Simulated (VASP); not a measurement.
# PbSe (I4mm) in VASP: further runs, part 2 of 2

VASP 6.6.1. Earlier steps stand in the parts before.

### 4 Single point, LDA

INCAR

```
  PREC = Accurate
  ENCUT = 520
  EDIFF = 1E-6
  ISMEAR = 0
  SIGMA = 0.03
  LREAL = False
  LASPH = True
  NELM = 100
  ALGO = Normal
  ISIF = 2
  LWAVE = False
  LCHARG = False
  GGA = CA
  NBANDS = 17
```

KPOINTS

```
regular mesh
0
Gamma
  10 10 10
```

POSCAR

```
PbSe
1.0
    0.0000000000      3.0621500000      3.0621500000
    3.0621500000      0.0000000000      3.0621500000
    3.0621500000      3.0621500000      0.0000000000
Pb Se
1 1
Direct
    0.0000000000      0.0000000000      0.0000000000
    0.5408209918      0.5408209918      0.4591790082
```

Potentials or basis: VASP PAW LDA potentials, release 64 (Pb_d, Se).

Run with:

```sh
$ cat potpaw_LDA.64/Pb_d/POTCAR potpaw_LDA.64/Se/POTCAR > POTCAR
$ mpirun -np 1 vasp_std > vasp.out
```

OUTCAR:

```text
PREC = Accurate
   ENCUT = 520
   EDIFF = 1E-6
   ISMEAR = 0
   LREAL = False
   LASPH = True
   NELM = 100
   ISIF = 2
   GGA = CA

 ion  position               nearest neighbor table
   1  0.000  0.000  0.000-   2 2.81   2 3.07   2 3.07   2 3.07   2 3.07   2 3.31
   2  0.541  0.541  0.459-   1 2.81   1 3.07   1 3.07   1 3.07   1 3.07   1 3.31

  LATTYP: Found a face centered cubic cell.
 ALAT       =     6.1243000000

  Lattice vectors:

 A1 = (   0.0000000000,   3.0621500000,   3.0621500000)
 A2 = (   3.0621500000,   0.0000000000,   3.0621500000)
 A3 = (   3.0621500000,   3.0621500000,   0.0000000000)

Analysis of symmetry for initial positions (statically):
=====================================================================
 Subroutine PRICEL returns:
 Original cell was already a primitive cell.

 Routine SETGRP: Setting up the symmetry group for a
 face centered cubic supercell.

 Subroutine GETGRP returns: Found  8 space group operations
 (whereof  8 operations were pure point group operations)
 out of a pool of 48 trial point group operations.

The static configuration has the point symmetry C_4v.

[... 154 lines left out ...]
  ext. energy  EPLUGINS =         0.00000000
  ---------------------------------------------------
  free energy    TOTEN  =        -9.42231454 eV

  energy without entropy =       -9.42231454  energy(sigma->0) =       -9.42231454

 E-fermi :   4.7631     XC(G=0):  -9.8275

 val. band max:        4.6120310627   @ k =   0.5000   0.0000   0.0000
 cond. band min:       5.3823464769   @ k =   0.5000   0.0000   0.0000
 fundamental gap:      0.7703154142
 Fermi energy:         4.7631002927

 k-point     1 :       0.0000    0.0000    0.0000
  band No.  band energies     occupation
      1     -11.8653      2.00000
      2     -11.8599      2.00000
      3     -11.8591      2.00000
      4     -11.8503      2.00000
      5     -11.8503      2.00000
      6      -8.7842      2.00000
[... 457 lines left out ...]
      4     -11.8471      2.00000
      5     -11.8406      2.00000
      6      -8.5809      2.00000
[... 9 lines left out ...]
     16      12.3304      0.00000
     17      13.9014      0.00000

 [... further k-points ...]
[... 5 lines left out ...]
  --------------------------------------------------------------------------------------
  -------------------------------------------------------------------------------------
  Total       -0.7230674     -0.7230674      0.1863238      0.0000000      0.0000000      0.0000000
  in kB      -20.1734401    -20.1734401      5.1983994      0.0000000      0.0000000      0.0000000
  external PRESSURE =     -11.7161603 kB  Pullay stress =       0.0000000 kB

 VOLUME and BASIS-vectors are now :
 -----------------------------------------------------------------------------
  energy-cutoff  :      520.00
  volume of cell :       57.43
      direct lattice vectors                 reciprocal lattice vectors
     0.000000000  3.062150000  3.062150000    -0.163283967  0.163283967  0.163283967
     3.062150000  0.000000000  3.062150000     0.163283967 -0.163283967  0.163283967
     3.062150000  3.062150000  0.000000000     0.163283967  0.163283967 -0.163283967

 POSITION                                       TOTAL-FORCE (eV/Angst)
 -----------------------------------------------------------------------------------
      0.00000      0.00000      0.00000         0.000000      0.000000      0.273541
      3.06215      3.06215      3.31215         0.000000      0.000000     -0.273541
 -----------------------------------------------------------------------------------
    total drift:                                0.000000      0.000000      0.000839

  FREE ENERGIE OF THE ION-ELECTRON SYSTEM (eV)
  ---------------------------------------------------
  free  energy   TOTEN  =        -9.4223145405 eV

  energy  without entropy=       -9.4223145405  energy(sigma->0) =       -9.42231454
```

OSZICAR:

```text
N       E                     dE             d eps       ncg     rms          rms(c)
DAV:   1     0.158069973110E+03    0.15807E+03   -0.95556E+03  3476   0.121E+03
DAV:   2     0.220642162097E+01   -0.15586E+03   -0.15042E+03  3641   0.307E+02
DAV:   3    -0.941215658014E+01   -0.11619E+02   -0.11540E+02  4486   0.903E+01
DAV:   4    -0.968914910345E+01   -0.27699E+00   -0.27675E+00  4322   0.154E+01
DAV:   5    -0.969869283666E+01   -0.95437E-02   -0.95433E-02  5075   0.283E+00    0.286E+00
DAV:   6    -0.943354697227E+01    0.26515E+00   -0.66846E-01  5411   0.586E+00    0.166E+00
DAV:   7    -0.942419389010E+01    0.93531E-02   -0.91600E-02  4266   0.150E+00    0.847E-01
DAV:   8    -0.942257119477E+01    0.16227E-02   -0.83957E-03  4469   0.919E-01    0.826E-02
DAV:   9    -0.942231031195E+01    0.26088E-03   -0.17658E-03  5321   0.355E-01    0.462E-02
DAV:  10    -0.942231472993E+01   -0.44180E-05   -0.11925E-04  4054   0.668E-02    0.138E-02
DAV:  11    -0.942231462774E+01    0.10219E-06   -0.13219E-05  4808   0.328E-02    0.848E-03
DAV:  12    -0.942231454052E+01    0.87221E-07   -0.64759E-07  2493   0.969E-03
   1 F= -.94223145E+01 E0= -.94223145E+01  d E =-.657515E-15
```

Wall time 40 s (1 thread of Intel Xeon 6975P-C (Granite Rapids), shared host); peak memory 0.23 GiB.

What came out:

| Quantity | Value |
| --- | --- |
| Free energy | -9.4223 eV |
| Pressure | -1.2 GPa |
| Largest force | 0.274 eV/Å |
| Band gap on the k mesh | 0.77 eV, direct |

Forces on the atoms (eV/Å):
```
Pb   0.000  0.000  0.274
Se   0.000  0.000 -0.274
```

Caveat: the cell differs from its parent crystal (all Se atoms moved -0.250 Å, as atom 2 towards its neighbour atom 1 (Pb) at 3.062 Å); spin-orbit coupling is left out, which moves the levels of the heavy elements.

### 5 Single point, LDA

INCAR

```
PREC     = Accurate       # precision mode
ENCUT    = 520            # plane-wave cutoff, eV
EDIFF    = 1E-6           # SCF threshold, eV
ISMEAR   = 0              # smearing method
SIGMA    = 0.03           # smearing width, eV
LREAL    = False          # projectors in reciprocal space
LASPH    = True           # aspherical terms in the spheres
NELM     = 80             # most SCF steps
ALGO     = Normal         # electronic algorithm
ISIF     = 2              # what is computed and relaxed
LWAVE    = False          # write WAVECAR
LCHARG   = False          # write CHGCAR
NBANDS   = 17             # bands
```

KPOINTS is that of step 4.

Edit POSCAR of step 4 so:

```diff
@@ -9,2 +9,2 @@
     0.0000000000      0.0000000000      0.0000000000
-    0.5408209918      0.5408209918      0.4591790082
+    0.4795895041      0.4795895041      0.5204104959
```

Potentials or basis: VASP PAW LDA potentials, release 64 (Pb_d, Se).

Run with:

```sh
$ cat potpaw_LDA.64/Pb_d/POTCAR potpaw_LDA.64/Se/POTCAR > POTCAR
$ mpirun -np 1 vasp_std > vasp.out
```

OUTCAR:

```text
PREC = Accurate
   ENCUT = 520
   EDIFF = 1E-6
   ISMEAR = 0
   LREAL = False
   LASPH = True
   NELM = 80
   ISIF = 2

 ion  position               nearest neighbor table
   1  0.000  0.000  0.000-   2 2.94   2 3.06   2 3.06   2 3.06   2 3.06   2 3.19
   2  0.480  0.480  0.520-   1 2.94   1 3.06   1 3.06   1 3.06   1 3.06   1 3.19

  LATTYP: Found a face centered cubic cell.
 ALAT       =     6.1243000000

  Lattice vectors:

 A1 = (   0.0000000000,   3.0621500000,   3.0621500000)
 A2 = (   3.0621500000,   0.0000000000,   3.0621500000)
 A3 = (   3.0621500000,   3.0621500000,   0.0000000000)

Analysis of symmetry for initial positions (statically):
=====================================================================
 Subroutine PRICEL returns:
 Original cell was already a primitive cell.

 Routine SETGRP: Setting up the symmetry group for a
 face centered cubic supercell.

 Subroutine GETGRP returns: Found  8 space group operations
 (whereof  8 operations were pure point group operations)
 out of a pool of 48 trial point group operations.

[... 153 lines left out ...]

 Free energy of the ion-electron system (eV)
  ---------------------------------------------------
  ext. energy  EPLUGINS =         0.00000000
  ---------------------------------------------------
  free energy    TOTEN  =        -9.44075629 eV

  energy without entropy =       -9.44075629  energy(sigma->0) =       -9.44075629

 E-fermi :   4.9546     XC(G=0):  -9.8359

 val. band max:        4.7758405518   @ k =   0.5000   0.0000   0.0000
 cond. band min:       5.1835460234   @ k =   0.5000   0.0000   0.0000
 fundamental gap:      0.4077054716
 Fermi energy:         4.9545857279

 k-point     1 :       0.0000    0.0000    0.0000
  band No.  band energies     occupation
      1     -11.8786      2.00000
      2     -11.8783      2.00000
      3     -11.8767      2.00000
      4     -11.8741      2.00000
      5     -11.8741      2.00000
      6      -8.7300      2.00000
[... 457 lines left out ...]
      4     -11.8703      2.00000
      5     -11.8642      2.00000
      6      -8.5283      2.00000
[... 9 lines left out ...]
     16      12.3585      0.00000
     17      13.8917      0.00000

 [... further k-points ...]
[... 5 lines left out ...]
  --------------------------------------------------------------------------------------
  -------------------------------------------------------------------------------------
  Total       -0.7427466     -0.7427466     -0.5224525      0.0000000     -0.0000000      0.0000000
  in kB      -20.7224860    -20.7224860    -14.5763229      0.0000000     -0.0000000      0.0000000
  external PRESSURE =     -18.6737650 kB  Pullay stress =       0.0000000 kB

 VOLUME and BASIS-vectors are now :
 -----------------------------------------------------------------------------
  energy-cutoff  :      520.00
  volume of cell :       57.43
      direct lattice vectors                 reciprocal lattice vectors
     0.000000000  3.062150000  3.062150000    -0.163283967  0.163283967  0.163283967
     3.062150000  0.000000000  3.062150000     0.163283967 -0.163283967  0.163283967
     3.062150000  3.062150000  0.000000000     0.163283967  0.163283967 -0.163283967

 POSITION                                       TOTAL-FORCE (eV/Angst)
 -----------------------------------------------------------------------------------
      0.00000      0.00000      0.00000         0.000000      0.000000     -0.057885
      3.06215      3.06215      2.93715         0.000000      0.000000      0.057885
 -----------------------------------------------------------------------------------
    total drift:                               -0.000000     -0.000000     -0.000735

  FREE ENERGIE OF THE ION-ELECTRON SYSTEM (eV)
  ---------------------------------------------------
  free  energy   TOTEN  =        -9.4407562893 eV

  energy  without entropy=       -9.4407562893  energy(sigma->0) =       -9.44075629
```

OSZICAR:

```text
N       E                     dE             d eps       ncg     rms          rms(c)
DAV:   1     0.157683158982E+03    0.15768E+03   -0.95531E+03  3476   0.121E+03
DAV:   2     0.195388226290E+01   -0.15573E+03   -0.15029E+03  3658   0.306E+02
DAV:   3    -0.944724112007E+01   -0.11401E+02   -0.11323E+02  4471   0.895E+01
DAV:   4    -0.971619686976E+01   -0.26896E+00   -0.26874E+00  4343   0.152E+01
DAV:   5    -0.972550004302E+01   -0.93032E-02   -0.93028E-02  4990   0.279E+00    0.279E+00
DAV:   6    -0.945195114913E+01    0.27355E+00   -0.69398E-01  5435   0.581E+00    0.160E+00
DAV:   7    -0.944263555807E+01    0.93156E-02   -0.91823E-02  4270   0.146E+00    0.840E-01
DAV:   8    -0.944106268499E+01    0.15729E-02   -0.88589E-03  4354   0.952E-01    0.112E-01
DAV:   9    -0.944075158176E+01    0.31110E-03   -0.20191E-03  5314   0.381E-01    0.453E-02
DAV:  10    -0.944075699572E+01   -0.54140E-05   -0.12402E-04  4057   0.639E-02    0.138E-02
DAV:  11    -0.944075642249E+01    0.57323E-06   -0.13170E-05  4868   0.335E-02    0.590E-03
DAV:  12    -0.944075628931E+01    0.13318E-06   -0.71616E-07  2551   0.113E-02
   1 F= -.94407563E+01 E0= -.94407563E+01  d E =-.258959E-19
```

stdout:

```text
POSCAR found type information on POSCAR PbSe
 POSCAR found :  2 types and       2 ions
 scaLAPACK will be used
 LDA part: xc-table for (Slater(with rela. corr.)+CA(PZ))
 , standard interpolation
 POSCAR, INCAR and KPOINTS ok, starting setup
 FFT: planning ... GRIDC
 FFT: planning ... GRID_SOFT
 FFT: planning ... GRID
 WAVECAR not read
 entering main loop
```

It took 30 s on 1 thread of Intel Xeon 6975P-C (Granite Rapids), shared host; peak memory 0.23 GiB.

What came out:

```
Free energy            : -9.4408 eV
Pressure               : -1.9 GPa
Largest force          : 0.058 eV/Å
Band gap on the k mesh : 0.41 eV, direct
```

Forces in eV/Å, atoms in the order of the input:
```
Pb   0.000  0.000 -0.058
Se   0.000  0.000  0.058
```

Levels at points of the mesh, in eV from the valence-band top:
```tsv
k point	band 8	band 9	band 10	band 11	band 12	band 13
(0.00, 0.00, 0.00)	-1.78	-1.74	-1.74	4.61	4.61	4.74
(0.50, 0.00, 0.00)	-1.39	-1.34	0.00	0.41	1.74	1.80
(0.50, 0.50, 0.00)	-4.81	-3.13	-3.13	3.73	5.62	5.62
(0.00, 0.50, 0.50)	-4.89	-3.12	-3.11	3.60	5.66	5.74
```

Caveat: the cell differs from its parent crystal (all Se atoms moved +0.125 Å, as atom 2 towards its neighbour atom 1 (Pb) at 3.062 Å); spin-orbit coupling is left out, which moves the levels of the heavy elements.
